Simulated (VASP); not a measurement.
**TiInSe3: relaxation of cell and atoms with PBE**

TiInSe3:

```
Ti In Se
1.0
     4.78468    0.00000    0.00000
     0.00000    4.78468    0.00000
     0.00000    0.00000    4.78468
Ti In Se
1 1 3
Direct
  0.50000 0.50000 0.50000
  0.00000 0.00000 0.00000
  0.00000 0.50000 0.50000
  0.50000 0.50000 0.00000
  0.50000 0.00000 0.50000
```

The cell was generated, and may not be a known phase.

* Program: VASP 6.6.1
* Task: relaxation of cell and atoms
* Functional: PBE
* Potentials or basis: VASP PAW PBE potentials, release 64 (Ti_sv, In_d, Se)
* Cutoff: 600 eV
* k mesh: 4 × 4 × 4
* Occupations: gaussian, width 0.1 eV
* Spin: collinear spin
* Starting moments: [1.0, 0.0, 0.0, 0.0, 0.0] μB
* Dipole correction: no
* Further INCAR settings: ALGO = Normal; EDIFF = 1e-07; IBRION = 2; EDIFFG = -0.04; NSW = 90; ISIF = 3

```
Relaxed volume                                        : 25.47 Å³/atom
Relaxed cell                                          : a = 5.031 Å, b = 5.031 Å, c = 5.031 Å, α = 90.00°, β = 90.00°, γ = 90.00°
Space group after relaxing (to 0.1 Å)                 : Pm-3m (No. 221)
Energy gained by relaxing                             : 114.5 meV/atom
Ionic steps                                           : 3
Pressure after relaxing                               : 0.0 GPa
Net moment                                            : 0.00 μB per cell
Valence electrons inside the program's atomic spheres : Ti 10.16; In 11.16; Se 3.83
```

The path:
```
step  energy change (eV)  largest force (eV/Å)  pressure (GPa)  volume (Å³)
   1              0.0000                0.0000           11.68       109.54
   2             -0.4660                0.0000           -3.38       136.86
   3             -0.5727                0.0000            0.02       127.37
```

Final structure:
```yaml
crystal:
  lattice:
    - [5.03143, 0.00000, 0.00000]
    - [0.00000, 5.03143, 0.00000]
    - [0.00000, 0.00000, 5.03143]
  atoms:
    - { symbol: Ti, position: [0.50000, 0.50000, 0.50000] }
    - { symbol: In, position: [0.00000, 0.00000, 0.00000] }
    - { symbol: Se, position: [0.00000, 0.50000, 0.50000] }
    - { symbol: Se, position: [0.50000, 0.50000, 0.00000] }
    - { symbol: Se, position: [0.50000, 0.00000, 0.50000] }
```

Levels at points of the mesh, in eV from the Fermi level:
Spin up:
```tsv
k point	band 17	band 18	band 19	band 20	band 21	band 22	band 23	band 24	band 25	band 26
(0.00, 0.00, 0.00)	-0.69	-0.69	-0.69	-0.13	-0.13	-0.13	0.21	0.21	0.21	1.31
(0.50, 0.00, 0.00)	-2.35	-2.35	-1.18	-0.16	-0.16	0.24	0.24	1.32	1.68	1.68
(0.50, 0.50, 0.00)	-2.11	-2.11	-1.99	-1.99	-1.17	0.71	1.80	1.80	1.80	2.06
(0.50, 0.50, 0.50)	-3.24	-3.04	-3.04	0.73	0.73	0.73	1.55	1.55	1.55	5.35
```
Spin down:
```
           k point  band 18  band 19  band 20  band 21  band 22  band 23  band 24  band 25
(0.00, 0.00, 0.00)    -0.69    -0.69    -0.13    -0.13    -0.13     0.21     0.21     0.21
(0.50, 0.00, 0.00)    -2.35    -1.18    -0.16    -0.16     0.24     0.24     1.32     1.68
(0.50, 0.50, 0.00)    -2.11    -1.99    -1.99    -1.17     0.71     1.80     1.80     1.80
(0.50, 0.50, 0.50)    -3.04    -3.04     0.73     0.73     0.73     1.55     1.55     1.55
```

Run time: 5.2 min on 1 thread of AMD EPYC 7R43 64-Core Processor (Zen 3), on a shared host, peak memory 0.27 GiB.

Caveat: the volume moved by over 15 % at a fixed basis, so the end points are rough; spin-orbit coupling is left out, which moves the levels of the heavy elements.
